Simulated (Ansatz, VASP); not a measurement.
# Two plane-wave programs on CuW3

INCAR

```
ALGO = Normal
EDIFF = 1E-7
EDIFFG = -0.04
ENCUT = 600
GGA = PE
IBRION = 2
ISIF = 3
ISMEAR = 0
LASPH = True
LCHARG = False
LREAL = False
LWAVE = False
NELM = 100
NSW = 90
PREC = Accurate
SIGMA = 0.1
```

KPOINTS

```
k-points
0
Gamma
  4 4 4
```

Contents of POSCAR:

```
CuW3
1.0
    3.9027229029      0.0000000000      0.0000000000
    0.0000000000      3.9027229029      0.0000000000
    0.0000000000      0.0000000000      3.9027229029
Cu W
1 3
Direct
    0.0000000000      0.0000000000      0.0000000000
    0.0000000000      0.5000000000      0.5000000000
    0.5000000000      0.0000000000      0.5000000000
    0.5000000000      0.5000000000      0.0000000000
```

Input for Ansatz:

```yaml
crystal:
  lattice:
    - [3.9027229029, 0.0, 0.0]
    - [0.0, 3.9027229029, 0.0]
    - [0.0, 0.0, 3.9027229029]
  atoms:
    - { symbol: Cu, position: [0.0, 0.0, 0.0] }
    - { symbol: W, position: [0.0, 0.5, 0.5] }
    - { symbol: W, position: [0.5, 0.0, 0.5] }
    - { symbol: W, position: [0.5, 0.5, 0.0] }
basis:
  ecutwfc: 420
kpoints:
  mp_grid: { grid: [4, 4, 4] }
hamiltonian:
  xc: pbe
scf:
  occupations: { method: gaussian, width: 0.1 }
  lower_state_search: "off"
output:
  forces: true
  stress: true
  eigenvalues: true
relax:
  adjacent_minimum: "off"
  f_tol: 0.04
  max_steps: 70
  cell: { stress_tol: 0.4 }
```

Alike in both runs: task relaxation of cell and atoms; functional PBE; k mesh 4 × 4 × 4; occupations gaussian, width 0.1 eV; no spin polarisation.

|  | VASP | Ansatz |
| --- | --- | --- |
| version | VASP 6.6.1 | Ansatz 0.2.0 |
| potentials or method | VASP PAW PBE potentials, release 64 (Cu, W_sv), cutoff 600 eV | scalar-relativistic, plane waves, PAW |
| valence electrons in the cell | 53 | 61 |

|  | VASP | Ansatz | Ansatz less VASP |
| --- | --- | --- | --- |
| gap on the k mesh at the Fermi level, each at its own relaxed structure (eV) | none | none | - |
| relaxed volume (Å³/atom) | 15.17 | 15.14 | -0.033 |
| relaxed length of the cell vector where the two differ most in proportion (Å) | 3.930 | 3.927 | -0.0028 |

A gap of «none» marks a metal or a gap that the smearing closes. VASP's potentials hold 53 valence electrons a cell and Ansatz's 61, so a difference there can come from the potentials and not from the codes.

The k mesh is coarse, so the values compare programs but aren't converged. Spin-orbit coupling is off throughout.
